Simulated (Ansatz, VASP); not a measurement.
**One calculation of InGa3AsP, two programs**

INCAR

```
SYSTEM = InGa3AsP
ALGO = Fast
EDIFF = 1E-6
EDIFFG = -0.01
ENCUT = 600
GGA = PE
IBRION = 2
ISIF = 3
ISMEAR = 0
LASPH = .TRUE.
LCHARG = .FALSE.
LREAL = .FALSE.
LWAVE = .FALSE.
NELM = 100
NSW = 100
PREC = Accurate
SIGMA = 0.1
```

KPOINTS

```
k-points
0
G
  8 8 8
  0 0 0
```

POSCAR

```
InGa3AsP
1.0
    5.1909046816      0.0000000000      0.0000000000
    0.0000000000      5.1909046816      0.0000000000
    0.0000000000      0.0000000000      5.4404548394
In Ga P As
1 3 1 1
Direct
    0.5000000000      0.5000000000      0.5000000000
    0.0000000000      0.5000000000      0.0000000000
    0.5000000000      0.0000000000      0.0000000000
    0.0000000000      0.0000000000      0.0000000000
    0.0000000000      0.0000000000      0.5000000000
    0.5000000000      0.5000000000      0.0000000000
```

Input for Ansatz:

```yaml
crystal:
  lattice:
    - [5.1909046816, 0.0, 0.0]
    - [0.0, 5.1909046816, 0.0]
    - [0.0, 0.0, 5.4404548394]
  atoms:
    - { symbol: In, position: [0.5, 0.5, 0.5] }
    - { symbol: Ga, position: [0.0, 0.5, 0.0] }
    - { symbol: Ga, position: [0.5, 0.0, 0.0] }
    - { symbol: Ga, position: [0.0, 0.0, 0.0] }
    - { symbol: P, position: [0.0, 0.0, 0.5] }
    - { symbol: As, position: [0.5, 0.5, 0.0] }
basis:
  ecutwfc: 420
kpoints:
  mp_grid: { grid: [8, 8, 8] }
hamiltonian:
  xc: pbe
scf:
  occupations: { method: gaussian, width: 0.1 }
output:
  forces: true
  stress: true
  eigenvalues: true
relax:
  adjacent_minimum: "off"
  f_tol: 0.01
  max_steps: 80
  cell: { stress_tol: 0.05 }
```

Alike in both runs: task relaxation of cell and atoms; functional PBE; k mesh 8 × 8 × 8; occupations gaussian, width 0.1 eV; no spin polarisation.

|  | VASP | Ansatz |
| --- | --- | --- |
| version | VASP 6.6.1 | Ansatz 0.2.0 |
| potentials or method | VASP PAW PBE potentials, release 64 (In_d, Ga_d, P, As), cutoff 600 eV | scalar-relativistic, plane waves, PAW |
| valence electrons in the cell | 62 | 72 |

```tsv
	VASP	Ansatz	Ansatz less VASP
gap on the k mesh at the Fermi level, each at its own relaxed structure (eV)	none	none	-
relaxed volume (Å³/atom)	24.50	24.42	-0.073
relaxed length of the cell vector where the two differ most in proportion (Å)	5.238	5.231	-0.0070
```

A gap of «none» marks a metal or a gap that the smearing closes. VASP's potentials hold 62 valence electrons a cell and Ansatz's 72, so a difference there can come from the potentials and not from the codes.
